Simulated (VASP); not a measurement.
Wanted: the native input for a VASP 6.6.1 run.

* Task: single point
* Functional: LDA
* Potentials or basis: VASP PAW LDA potentials, release 64 (C)
* Cutoff: 520 eV
* k mesh: 12 × 12 × 12
* Occupations: gaussian, width 0.05 eV
* Spin: no spin polarisation
* Dipole correction: no
* Further INCAR settings: ALGO = Normal; EDIFF = 1e-06; NBANDS = 11

The structure of C lies in POSCAR:

```
C
1.0
    0.0000000000      1.8673018877      1.8275720603
    1.6024363717      0.0000000000      1.8275720603
    1.6024363717      1.8673018877      0.0000000000
C
2
Direct
    0.5000000000      0.5000000000      0.5000000000
    0.7500000000      0.7500000000      0.7500000000
```

This cell differs from its parent crystal: strain +e along x and -e along y -0.0750, strain +e along z and -e/2 along x and y +0.0350.

The input as run:

INCAR

```
SYSTEM = C
  ALGO = Normal
  EDIFF = 1E-6
  ENCUT = 520
  GGA = CA
  ISIF = 2
  ISMEAR = 0
  LASPH = .TRUE.
  LCHARG = .TRUE.
  LELF = .TRUE.
  LREAL = .FALSE.
  LVHAR = .TRUE.
  LWAVE = .FALSE.
  NBANDS = 11
  NELM = 60
  PREC = Accurate
  SIGMA = 0.05
```

KPOINTS

```
k-points
0
G
  12 12 12
  0 0 0
```

Potentials or basis: VASP PAW LDA potentials, release 64 (C).

Command:

```bash
$ cat potpaw_LDA.64/C/POTCAR > POTCAR
$ mpirun -np 1 vasp_std > vasp.out
```

Results of the run:

* Pressure: 5.0 GPa
* Band gap on the k mesh: 0.72 eV, indirect (least direct gap 3.43 eV)

Caveat: the cell differs from its parent crystal (strain +e along x and -e along y -0.0750, strain +e along z and -e/2 along x and y +0.0350).

It took 13 s on 1 thread of Intel Xeon 6975P-C, on a shared host, peak memory 0.13 GiB.
